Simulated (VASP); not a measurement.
Set up this calculation in VASP 6.6.1, as the native input.

```yaml
Task: single point
Functional: PBE
Potentials_or_basis: VASP PAW PBE potentials, release 64 (Hf_pv, Si, O)
Cutoff: 520 eV
k_mesh: 6 × 6 × 4
Occupations: gaussian, width 0.1 eV
Spin: no spin polarisation
Dipole_correction: no
Further_INCAR_settings: ALGO = Normal; EDIFF = 1e-07; NBANDS = 37
```

The structure of HfSi2O6 lies in POSCAR:

```
HfSi2O6
1.0
    2.3992527200     -4.1556276200      0.0000000000
    2.3992527200      4.1556276200      0.0000000000
    0.0000000000      0.0000000000      5.2359512700
Hf Si O
1 2 6
Direct
    0.5000000000      0.5000000000      0.5000000000
    0.0000000000      0.5000000000      0.8333333300
    0.5000000000      0.0000000000      0.1666666700
    0.1970000100      0.8029999900      0.0000000000
    0.3940000200      0.1970000100      0.3333333300
    0.1970000100      0.3940000200      0.6666666700
    0.8029999900      0.1970000100      0.0000000000
    0.6059999800      0.8029999900      0.3333333300
    0.8029999900      0.6059999800      0.6666666700
```

These files were run (other wordings do the same):

INCAR

```
SYSTEM = HfSi2O6
  PREC = Accurate
  ENCUT = 520
  EDIFF = 1E-7
  ISMEAR = 0
  SIGMA = 0.1
  LREAL = .FALSE.
  LASPH = .TRUE.
  NELM = 60
  ALGO = Normal
  ISIF = 2
  LWAVE = .FALSE.
  LCHARG = .TRUE.
  GGA = PE
  LELF = .TRUE.
  LVHAR = .TRUE.
  NBANDS = 37
```

KPOINTS

```
Automatic mesh
0
G
  6 6 4
  0 0 0
```

Potentials or basis: VASP PAW PBE potentials, release 64 (Hf_pv, Si, O).

The run is started by

```console
$ cat potpaw_PBE.64/Hf_pv/POTCAR potpaw_PBE.64/Si/POTCAR potpaw_PBE.64/O/POTCAR > POTCAR
$ mpirun -np 1 vasp_std > vasp.out
```

Results of the run:

```
Pressure               : 127.6 GPa
Largest force          : 26.731 eV/Å
Band gap on the k mesh : 4.85 eV, indirect (least direct gap 5.26 eV)
```

Caveat: spin-orbit coupling is left out, which moves the levels of the heavy elements; forces of over 1 eV/Å act on the atoms, so gaps and moduli don't describe the material at rest.

Wall time 56 s on 1 thread of Intel(R) Xeon(R) 6975P-C (Granite Rapids) (shared host), peak memory 0.29 GiB.
